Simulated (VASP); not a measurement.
Input of a VASP 6.6.1 run:

The input POSCAR:

```
Ti3Al
1.0
    2.9078936965      0.0000000000      0.0000000000
   -1.4539468482      2.5183098127      0.0000000000
    0.0000000000      0.0000000000      9.1644382416
Ti Al
3 1
Direct
    0.3333333333      0.6666666667      0.2494060000
    0.3333333333      0.6666666667      0.7505940000
    0.6666666667      0.3333333333      0.0000000000
    0.6666666667      0.3333333333      0.5000000000
```

The input INCAR.step1:

```
SYSTEM = Ti3Al
  PREC = Accurate
  ENCUT = 520
  ISMEAR = -1
  SIGMA = 0.05
  LREAL = .False.
  LASPH = .True.
  NELM = 60
  NBANDS = 28
  GGA = PE
  ALGO = Normal
  EDIFF = 1E-4
  LWAVE = .True.
  LCHARG = .False.
```

Contents of INCAR.step2:

```
SYSTEM = Ti3Al
  PREC = Accurate
  ENCUT = 520
  EDIFF = 1E-6
  ISMEAR = -1
  SIGMA = 0.05
  LREAL = .False.
  LASPH = .True.
  NELM = 60
  ALGO = Normal
  ISIF = 2
  LWAVE = .False.
  LCHARG = .False.
  METAGGA = R2SCAN
  LMIXTAU = .True.
  NBANDS = 28
  ISTART = 1
```

Contents of KPOINTS:

```
regular mesh
0
Gamma
  10 10 3
  0 0 0
```

Potentials or basis: VASP PAW PBE potentials, release 64 (Ti_sv, Al).

Run with:

```console
$ cat potpaw_PBE.64/Ti_sv/POTCAR potpaw_PBE.64/Al/POTCAR > POTCAR
$ cp INCAR.step1 INCAR
$ mpirun -np 1 vasp_std > vasp.out
$ cp INCAR.step2 INCAR
$ mpirun -np 1 vasp_std > vasp.out
```

(1) Estimate the largest force.

(2) Predict the pressure.

Results:

(1) 0.022 eV/Å.

(2) 1.8 GPa.

Caveat: the PAW data sets were made with another functional, which shifts forces and pressure a little.
